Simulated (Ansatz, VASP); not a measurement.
# BiTe: VASP beside Ansatz

```xyz
2
Lattice="0.0000 3.2471 3.2471 3.2350 0.0121 3.2350 3.2350 3.2350 0.0121" Properties=species:S:1:pos:R:3 pbc="T T T"
Bi    0.0000    0.0000    0.0000
Te    3.2350    3.2471    3.2471
```

Change from the starting cell: strain +0.0075 x Voigt [0, 0, 0, 1, 0, 0], atoms carried along.

Alike in both runs: task single point; functional PBE; k mesh 14 × 14 × 14; occupations gaussian, width 0.15 eV; no spin polarisation.

|  | VASP | Ansatz |
| --- | --- | --- |
| version | VASP 6.6.1 | Ansatz 0.2.0 |
| potentials or method | VASP PAW PBE potentials, release 64 (Bi_d, Te), cutoff 520 eV | scalar-relativistic, plane waves, PAW |
| valence electrons in the cell | 21 | 31 |

|  | VASP | Ansatz | Ansatz less VASP |
| --- | --- | --- | --- |
| gap on the k mesh at the Fermi level (eV) | none | none | - |
| pressure (GPa) | 0.7 | 0.8 | +0.08 |

A gap of «none» marks a metal or a gap that the smearing closes. VASP's potentials hold 21 valence electrons a cell and Ansatz's 31, so a difference there can come from the potentials and not from the codes.

Spin-orbit coupling is off throughout.
